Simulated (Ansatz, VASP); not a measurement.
**One calculation of GaSe4, two programs**

```
CELL_PARAMETERS angstrom
3.74068 0.00000 0.00000
-1.87034 3.23952 0.00000
0.00000 0.00000 9.03578
ATOMIC_POSITIONS crystal
Ga 0.00000 0.00000 0.00000
Se 0.33333 0.66667 0.83386
Se 0.33333 0.66667 0.40655
Se 0.66667 0.33333 0.16614
Se 0.66667 0.33333 0.59345
```

Change from the starting cell: species swapped into the Co4H type (P-3m1, No. 164).

Alike in both runs: functional PBE; k mesh 12 × 12 × 4; occupations gaussian, width 0.1 eV; no spin polarisation.

Ansatz relaxed the structure, and its values are those at the end. VASP's run is a single point on that final structure, the one shown.

|  | VASP | Ansatz |
| --- | --- | --- |
| version | VASP 6.6.1 | Ansatz 0.2.0 |
| potentials or method | VASP PAW PBE potentials, release 64 (Ga_d, Se), cutoff 520 eV | scalar-relativistic, plane waves, PAW |
| valence electrons in the cell | 37 | 77 |

Ansatz gave:

```
gap on the k mesh at the Fermi level (eV) : none
pressure (GPa)                            : 0.0
rms of the force components (eV/Å)        : 0.001
```

Problem. Which values does VASP return?

Solution. gap on the k mesh at the Fermi level (eV): none; pressure (GPa): 0.1; rms of the force components (eV/Å): 0.006.

A gap of «none» marks a metal or a gap that the smearing closes. VASP's potentials hold 37 valence electrons a cell and Ansatz's 77, so a difference there can come from the potentials and not from the codes.
